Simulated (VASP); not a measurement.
# TiO2: single point with LDA

The system is TiO2.

```
CELL_PARAMETERS angstrom
4.50442 0.00000 0.00000
0.00000 5.44882 0.00000
0.00000 0.00000 4.84746
ATOMIC_POSITIONS crystal
Ti 0.50000 0.67388 0.75000
Ti 0.00000 0.82612 0.25000
Ti 0.50000 0.32612 0.25000
Ti 0.00000 0.17388 0.75000
O 0.72824 0.61802 0.08156
O 0.22824 0.88198 0.91844
O 0.77176 0.88198 0.58156
O 0.27176 0.61802 0.41844
O 0.72824 0.38198 0.58156
O 0.22824 0.11802 0.41844
O 0.77176 0.11802 0.08156
O 0.27176 0.38198 0.91844
```

```yaml
Program: VASP 6.6.1
Task: single point
Functional: LDA
Potentials_or_basis: VASP PAW LDA potentials, release 64 (Ti_sv, O)
Cutoff: 520 eV
k_mesh: 6 × 4 × 6
Occupations: gaussian, width 0.02 eV
Spin: no spin polarisation
Dipole_correction: no
Further_INCAR_settings: ALGO = Normal; EDIFF = 1e-07; NBANDS = 60
```

```
Pressure               : 0.4 GPa
Largest force          : 0.061 eV/Å
Band gap on the k mesh : 2.65 eV (least direct gap 2.71 eV)
```

Forces in eV/Å, atoms in the order of the input:
```
Ti   0.000 -0.061  0.000
Ti   0.000  0.061  0.000
Ti   0.000  0.061  0.000
Ti   0.000 -0.061  0.000
O   -0.019 -0.045 -0.002
O   -0.019  0.045  0.002
O    0.019  0.045 -0.002
O    0.019 -0.045  0.002
O   -0.019  0.045 -0.002
O   -0.019 -0.045  0.002
O    0.019 -0.045 -0.002
O    0.019  0.045  0.002
```

Stress tensor (GPa, compression positive):
```
0.45 0.00 0.00
0.00 0.20 0.00
0.00 0.00 0.49
```

Levels at points of the mesh, in eV from the valence-band top:
```csv
k point,band 44,band 45,band 46,band 47,band 48,band 49,band 50,band 51,band 52,band 53
"(0.00, 0.00, 0.00)",-0.55,-0.53,-0.40,-0.01,0.00,2.71,2.72,2.87,2.88,2.89
"(0.50, 0.00, 0.00)",-1.33,-0.51,-0.51,-0.26,-0.26,3.17,3.17,3.31,3.31,3.67
"(0.00, 0.50, 0.00)",-1.36,-1.23,-1.23,-0.15,-0.15,2.83,2.83,3.31,3.31,3.39
"(0.50, 0.50, 0.00)",-1.00,-0.55,-0.55,-0.37,-0.37,3.02,3.02,3.03,3.03,3.31
"(0.00, 0.00, 0.50)",-1.09,-0.46,-0.46,-0.29,-0.29,2.65,2.65,3.10,3.10,3.62
"(0.50, 0.00, 0.50)",-1.33,-0.50,-0.50,-0.50,-0.50,3.05,3.05,3.05,3.05,3.64
"(0.00, 0.50, 0.50)",-1.73,-0.46,-0.46,-0.46,-0.46,2.96,2.96,2.96,2.96,3.83
"(0.50, 0.50, 0.50)",-1.33,-0.84,-0.84,-0.84,-0.84,3.06,3.06,3.06,3.06,3.59
```

It took 3.5 min on 1 thread of Intel(R) Xeon(R) Platinum 8488C (Sapphire Rapids), on a shared host, peak memory 0.35 GiB.

A k mesh can miss the band edges.
